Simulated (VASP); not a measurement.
# Mg (Fm-3m) in VASP: further runs

Mg is run at these levels: LDA; tasks: single point.

Program: VASP 6.6.1. These are calculated values, not measurements. Logs are shortened: lines on timing, memory, paths and dates and some standing lists are left out, and cuts for length are marked.

## 1. The cell of the first run

It takes space group Fm-3m (No. 225, cubic). The conventional cell has a = 4.489 Å, b = 4.489 Å, c = 4.489 Å, α = 90.00°, β = 90.00°, γ = 90.00°. Within 4.2 Å of Mg (site symmetry m-3m) lie 12 Mg at 3.17 Å.

## 2. Single point, LDA

Contents of INCAR:

```
PREC = Accurate
ENCUT = 520
EDIFF = 1E-6
ISMEAR = -1
SIGMA = 0.15
LREAL = False
LASPH = True
NELM = 100
ALGO = Normal
ISIF = 2
LWAVE = False
LCHARG = False
NBANDS = 7
```

Contents of KPOINTS:

```
Automatic mesh
0
Gamma
  12 12 12
```

Contents of POSCAR:

```
Mg
1.0
    0.0000000000      2.2442560000      2.2442560000
    2.2442560000      0.0000000000      2.2442560000
    2.2442560000      2.2442560000      0.0000000000
Mg
1
Direct
    0.0000000000      0.0000000000      0.0000000000
```

Potentials or basis: VASP PAW LDA potentials, release 64 (Mg).

Launch:

```console
cat potpaw_LDA.64/Mg/POTCAR > POTCAR
mpirun -np 1 vasp_std > vasp.out
```

OUTCAR:

```text
PREC = Accurate
   ENCUT = 520
   EDIFF = 1E-6
   ISMEAR = -1
   LREAL = False
   LASPH = True
   NELM = 100
   ISIF = 2

 ion  position               nearest neighbor table
   1  0.000  0.000  0.000-

  LATTYP: Found a face centered cubic cell.
 ALAT       =     4.4885120000

  Lattice vectors:

 A1 = (   0.0000000000,   2.2442560000,   2.2442560000)
 A2 = (   2.2442560000,   0.0000000000,   2.2442560000)
 A3 = (   2.2442560000,   2.2442560000,   0.0000000000)

Analysis of symmetry for initial positions (statically):
=====================================================================
 Subroutine PRICEL returns:
 Original cell was already a primitive cell.

 Routine SETGRP: Setting up the symmetry group for a
 face centered cubic supercell.

 Subroutine GETGRP returns: Found 48 space group operations
 (whereof 48 operations were pure point group operations)
 out of a pool of 48 trial point group operations.

The static configuration has the point symmetry O_h .

Analysis of symmetry for dynamics (positions and initial velocities):
=====================================================================
 Subroutine PRICEL returns:
 Original cell was already a primitive cell.

 Routine SETGRP: Setting up the symmetry group for a
 face centered cubic supercell.

 Subroutine GETGRP returns: Found 48 space group operations
 (whereof 48 operations were pure point group operations)
 out of a pool of 48 trial point group operations.

The dynamic configuration has the point symmetry O_h .

 Subroutine INISYM returns: Found 48 space group operations
 (whereof 48 operations are pure point group operations),
 and found     1 'primitive' translations

----------------------------------------------------------------------------------------

                                     Primitive cell

  volume of cell :      22.6072

  direct lattice vectors                    reciprocal lattice vectors
     0.000000000  2.244256000  2.244256000    -0.222790983  0.222790983  0.222790983
     2.244256000  0.000000000  2.244256000     0.222790983 -0.222790983  0.222790983
     2.244256000  2.244256000  0.000000000     0.222790983  0.222790983 -0.222790983

  length of vectors
     3.173857273  3.173857273  3.173857273     0.385885302  0.385885302  0.385885302

  position of ions in fractional coordinates (direct lattice)
     0.000000000  0.000000000  0.000000000

  ion indices of the primitive-cell ions
   primitive index   ion index
                 1           1

----------------------------------------------------------------------------------------

 KPOINTS: Automatic mesh

Automatic generation of k-mesh.
 Grid dimensions read from file:
 generate k-points for:   12   12   12

 Generating k-lattice:

  Cartesian coordinates                     Fractional coordinates (reciprocal lattice)
    -0.018565915  0.018565915  0.018565915     0.083333333  0.000000000  0.000000000
     0.018565915 -0.018565915  0.018565915     0.000000000  0.083333333  0.000000000
     0.018565915  0.018565915 -0.018565915     0.000000000  0.000000000  0.083333333

  Length of vectors
     0.032157108  0.032157108  0.032157108

  Shift w.r.t. Gamma in fractional coordinates (k-lattice)
     0.000000000  0.000000000  0.000000000

 Subroutine IBZKPT returns following result:
 ===========================================

 Found     72 irreducible k-points:

 Following reciprocal coordinates:
            Coordinates               Weight
  0.000000  0.000000  0.000000      1.000000
  0.083333  0.000000  0.000000      8.000000
  0.166667  0.000000  0.000000      8.000000
  0.250000  0.000000  0.000000      8.000000
  0.333333  0.000000  0.000000      8.000000
  0.416667  0.000000  0.000000      8.000000
[... 16 lines left out ...]
  0.500000  0.166667  0.000000     24.000000
 -0.416667  0.166667  0.000000     24.000000
 [... further k-points ...]
   k-points           NKPTS =     72   k-points in BZ     NKDIM =     72   number of bands    NBANDS=      7
   number of dos      NEDOS =    301   number of ions     NIONS =      1
   total plane-waves  NPLWV =  13824
   dimension x,y,z NGX =    24 NGY =   24 NGZ =   24
   dimension x,y,z NGXF=    48 NGYF=   48 NGZF=   48
   ions per type =               1
   NGX,Y,Z   is equivalent  to a cutoff of  12.57, 12.57, 12.57 a.u.
   NGXF,Y,Z  is equivalent  to a cutoff of  25.14, 25.14, 25.14 a.u.
 SYSTEM =  unknown system
   PREC   = accura    normal or accurate (medium, high low for compatibility)
   ISTART =      0    job   : 0-new  1-cont  2-samecut
   ICHARG =      2    charge: 1-file 2-atom 10-const
   ISPIN  =      1    spin polarized calculation?
   LNONCOLLINEAR =      F non collinear calculations
   LSORBIT =      F    spin-orbit coupling
   LASPH  =      T    aspherical Exc in radial PAW
   ENCUT  =  520.0 eV  38.22 Ry    6.18 a.u.   5.90  5.90  5.90*2*pi/ulx,y,z
   NELM   =    100;   NELMIN=  2; NELMDL= -5     # of ELM steps
   EDIFF  = 0.1E-05   stopping-criterion for ELM
   LREAL  =      F    real-space projection
   EDIFFG = 0.1E-04   stopping-criterion for IOM
   NSW    =      0    number of steps for IOM
   IBRION =     -1    ionic relax: 0-MD 1-quasi-New 2-CG
   NFREE  =      0    steps in history (QN), initial steepest desc. (CG)
   ISIF   =      2    stress and relaxation
   ISYM   =      2    0-nonsym 1-usesym 2-fastsym
   POTIM  = 0.5000    time-step for ionic-motion
   TEBEG  =    0.0;   TEEND  =   0.0 temperature during run
   PSTRESS=    0.0 pullay stress
   NELECT =       2.0000    total number of electrons
   NUPDOWN=      -1.0000    fix difference up-down
   EMIN   =  10.00;   EMAX   =-10.00  energy-range for DOS
   EFERMI =   0.00;   METHOD = LEGACY
   ISMEAR =    -1;   SIGMA  =   0.15  broadening in eV -4-tet -1-fermi 0-gaus
   EFERMI_NEDOS =   21; number of points for ismear=-14 and -15
   IALGO  =     38    algorithm
   IMIX   =      4    mixing-type and parameters
     AMIX     =   0.40;   BMIX     =  1.00
     AMIX_MAG =   1.60;   BMIX_MAG =  1.00
  volume/ion in A,a.u.               =      22.61       152.56
  Fermi-wavevector in a.u.,A,eV,Ry     =   0.729462  1.378483  7.239854  0.532114
  Thomas-Fermi vector in A             =   1.821189
   LORBIT       =      0    0 simple, 1 ext, 2 COOP (PROOUT), +10 PAW based schemes
   GGA     = CA    functional components
   LHFCALC =     F    Hartree Fock is set to
   AEXX    =    0.0000 exact exchange contribution
   IVDW    =     0    specifies the selected vdW correction
   LEPSILON=     F    determine dielectric tensor
   LRPA    =     F    only Hartree local field effects (RPA)
 non-spin polarized calculation
  energy-cutoff  :      520.00
  volume of cell :       22.61
 maximum number of plane-waves:       620
   NGX = 11   NGY = 11   NGZ = 11

 number of electron       2.0000000 magnetization

 Free energy of the ion-electron system (eV)
  ---------------------------------------------------
  ext. energy  EPLUGINS =         0.00000000
  ---------------------------------------------------
  free energy    TOTEN  =        -1.80556404 eV

  energy without entropy =       -1.76974991  energy(sigma->0) =       -1.78765697

 E-fermi :   2.5001     XC(G=0):  -8.7297

 val. band max:        2.4402066932   @ k =  -0.4167   0.3333   0.0000
 cond. band min:       2.5099051340   @ k =  -0.4167   0.5000   0.0833
 fundamental gap:      0.0696984408
 Fermi energy:         2.5000809650

 k-point     1 :       0.0000    0.0000    0.0000
  band No.  band energies     occupation
      1      -4.4367      2.00000
      2      14.9366      0.00000
      3      14.9366      0.00000
      4      14.9366      0.00000
      5      16.8138      0.00000
      6      16.8138      0.00000
      7      16.8138      0.00000

 k-point     2 :       0.0833    0.0000    0.0000
  band No.  band energies     occupation
      1      -4.2810      2.00000
      2      12.8712      0.00000
      3      14.5980      0.00000
      4      14.5980      0.00000
      5      16.8804      0.00000
      6      17.4118      0.00000
      7      17.4118      0.00000

 k-point     3 :       0.1667    0.0000    0.0000
  band No.  band energies     occupation
      1      -3.8153      2.00000
      2      10.1234      0.00000
      3      14.0965      0.00000
      4      14.0965      0.00000
      5      16.5163      0.00000
      6      18.3303      0.00000
      7      18.3303      0.00000

 k-point     4 :       0.2500    0.0000    0.0000
  band No.  band energies     occupation
      1      -3.0442      2.00000
      2       7.5087      0.00000
      3      13.7552      0.00000
      4      13.7552      0.00000
      5      16.2050      0.00000
      6      16.9978      0.00000
      7      16.9978      0.00000

 k-point     5 :       0.3333    0.0000    0.0000
  band No.  band energies     occupation
      1      -1.9752      2.00000
      2       5.1068      0.00000
      3      13.6318      0.00000
      4      13.6318      0.00000
      5      15.8558      0.00000
      6      15.8558      0.00000
      7      16.0869      0.00000

 k-point     6 :       0.4167    0.0000    0.0000
  band No.  band energies     occupation
      1      -0.6197      2.00000
      2       2.9479      0.09619
      3      13.7203      0.00000
      4      13.7203      0.00000
      5      14.9989      0.00000
      6      14.9989      0.00000
      7      16.1768      0.00000

 k-point     7 :       0.5000    0.0000    0.0000
  band No.  band energies     occupation
      1       0.8433      1.99997
      2       1.2167      1.99962
      3      13.8638      0.00000
      4      13.8638      0.00000
      5      14.5981      0.00000
      6      14.5981      0.00000
      7      16.2983      0.00000

 k-point     8 :       0.0833    0.0833    0.0000
  band No.  band energies     occupation
      1      -4.2291      2.00000
      2      13.6255      0.00000
      3      13.7299      0.00000
      4      13.7299      0.00000
      5      16.2079      0.00000
      6      18.3554      0.00000
      7      18.3554      0.00000

 k-point     9 :       0.1667    0.0833    0.0000
  band No.  band energies     occupation
      1      -3.8669      2.00000
      2      11.0962      0.00000
      3      13.0425      0.00000
      4      13.8735      0.00000
      5      16.3799      0.00000
      6      16.9164      0.00000
      7      18.3614      0.00000

 k-point    10 :       0.2500    0.0833    0.0000
  band No.  band energies     occupation
      1      -3.1979      2.00000
      2       8.4628      0.00000
      3      12.5895      0.00000
      4      13.5779      0.00000
      5      15.3344      0.00000
      6      17.8238      0.00000
      7      18.0860      0.00000

 k-point    11 :       0.3333    0.0833    0.0000
  band No.  band energies     occupation
      1      -2.2286      2.00000
      2       6.0003      0.00000
      3      12.3841      0.00000
      4      13.2497      0.00000
      5      14.2404      0.00000
      6      17.7123      0.00000
      7      17.9287      0.00000
[... 51 lines left out ...]
 k-point    17 :      -0.1667    0.0833    0.0000
  band No.  band energies     occupation
      1      -3.4546      2.00000
      2       9.2962      0.00000
      3      11.7967      0.00000
      4      15.3558      0.00000
      5      16.6349      0.00000
      6      17.3293      0.00000
      7      17.9831      0.00000

 k-point    18 :      -0.0833    0.0833    0.0000
  band No.  band energies     occupation
      1      -4.0220      2.00000
      2      11.6881      0.00000
      3      12.6597      0.00000
      4      15.3393      0.00000
      5      17.1140      0.00000
      6      17.4224      0.00000
      7      18.2000      0.00000

 k-point    19 :       0.1667    0.1667    0.0000
  band No.  band energies     occupation
      1      -3.6090      2.00000
      2      11.9106      0.00000
      3      12.2355      0.00000
      4      12.2355      0.00000
      5      14.4789      0.00000
      6      15.5210      0.00000
      7      20.7954      0.00000

 k-point    20 :       0.2500    0.1667    0.0000
  band No.  band energies     occupation
      1      -3.0441      2.00000
      2       9.6056      0.00000
      3      11.6834      0.00000
      4      12.3807      0.00000
      5      13.3128      0.00000
      6      15.4400      0.00000
      7      20.9044      0.00000

 k-point    21 :       0.3333    0.1667    0.0000
  band No.  band energies     occupation
      1      -2.1779      2.00000
      2       7.1401      0.00000
      3      11.3878      0.00000
      4      11.6019      0.00000
      5      12.7281      0.00000
      6      16.8091      0.00000
      7      19.8044      0.00000

 k-point    22 :       0.4167    0.1667    0.0000
  band No.  band energies     occupation
      1      -1.0190      2.00000
      2       4.8520      0.00000
      3      10.5903      0.00000
      4      11.3496      0.00000
      5      12.6505      0.00000
      6      18.6723      0.00000
      7      18.7811      0.00000

 k-point    23 :       0.5000    0.1667    0.0000
  band No.  band energies     occupation
      1       0.4161      2.00000
      2       2.8019      0.23589
      3       9.7642      0.00000
      4      11.5706      0.00000
      5      12.8867      0.00000
      6      17.9678      0.00000
      7      19.8912      0.00000

 k-point    24 :      -0.4167    0.1667    0.0000
  band No.  band energies     occupation
      1       0.9434      1.99994
      2       2.1841      1.78304
      3       9.1925      0.00000
      4      12.0532      0.00000
      5      13.4162      0.00000
      6      17.3915      0.00000
      7      19.4524      0.00000

 [... further k-points ...]
[... 5 lines left out ...]
  --------------------------------------------------------------------------------------
  -------------------------------------------------------------------------------------
  Total       -0.2257052     -0.2257052     -0.2257052     -0.0000000     -0.0000000     -0.0000000
  in kB      -15.9957636    -15.9957636    -15.9957636     -0.0000000     -0.0000000     -0.0000000
  external PRESSURE =     -15.9957636 kB  Pullay stress =       0.0000000 kB

 VOLUME and BASIS-vectors are now :
 -----------------------------------------------------------------------------
  energy-cutoff  :      520.00
  volume of cell :       22.61
      direct lattice vectors                 reciprocal lattice vectors
     0.000000000  2.244256000  2.244256000    -0.222790983  0.222790983  0.222790983
     2.244256000  0.000000000  2.244256000     0.222790983 -0.222790983  0.222790983
     2.244256000  2.244256000  0.000000000     0.222790983  0.222790983 -0.222790983

 POSITION                                       TOTAL-FORCE (eV/Angst)
 -----------------------------------------------------------------------------------
      0.00000      0.00000      0.00000         0.000000      0.000000     -0.000000
 -----------------------------------------------------------------------------------
    total drift:                                0.000000      0.000000     -0.000000

  FREE ENERGIE OF THE ION-ELECTRON SYSTEM (eV)
  ---------------------------------------------------
  free  energy   TOTEN  =        -1.8055640367 eV

  energy  without entropy=       -1.7697499133  energy(sigma->0) =       -1.78765697
```

Wall time 6 s (1 thread of AMD EPYC 7R13 (Zen 3), shared host); peak memory 0.1 GiB.

Results:

```
Free energy            : -1.8056 eV
Pressure               : -1.6 GPa
Band gap on the k mesh : zero (band 1 reaches 4.00 eV, above the bottom of band 2 at 1.22 eV)
```

## 3. Single point, LDA

Contents of INCAR:

```
SYSTEM = Mg
PREC = Accurate
ENCUT = 520
EDIFF = 1E-6
ISMEAR = -1
SIGMA = 0.15
LREAL = .False.
LASPH = .True.
NELM = 60
ALGO = Normal
ISIF = 2
LWAVE = .False.
LCHARG = .False.
GGA = CA
NBANDS = 7
```

Contents of KPOINTS:

```
regular mesh
0
Gamma
  12 12 12
  0 0 0
```

POSCAR is that of step 2.

Potentials or basis: VASP PAW LDA potentials, release 64 (Mg).

Launch:

```console
cat potpaw_LDA.64/Mg/POTCAR > POTCAR
mpirun -np 1 vasp_std > vasp.out
```

Run time: 6.3 s. Hardware: 1 thread of AMD EPYC 7R13 (Zen 3), shared host; peak memory 0.1 GiB.

Results (log left out):

```
Free energy            : -1.8056 eV
Pressure               : -1.6 GPa
Band gap on the k mesh : zero (band 1 reaches 4.00 eV, above the bottom of band 2 at 1.22 eV)
```

Levels at points of the mesh, in eV from the Fermi level:
| k point | band 1 | band 2 | band 3 | band 4 |
| --- | --- | --- | --- | --- |
| (0.00, 0.00, 0.00) | -6.94 | 12.44 | 12.44 | 12.44 |
| (0.50, 0.00, 0.00) | -1.66 | -1.28 | 11.36 | 11.36 |
| (0.50, 0.50, 0.00) | -0.18 | 0.83 | 6.19 | 7.00 |
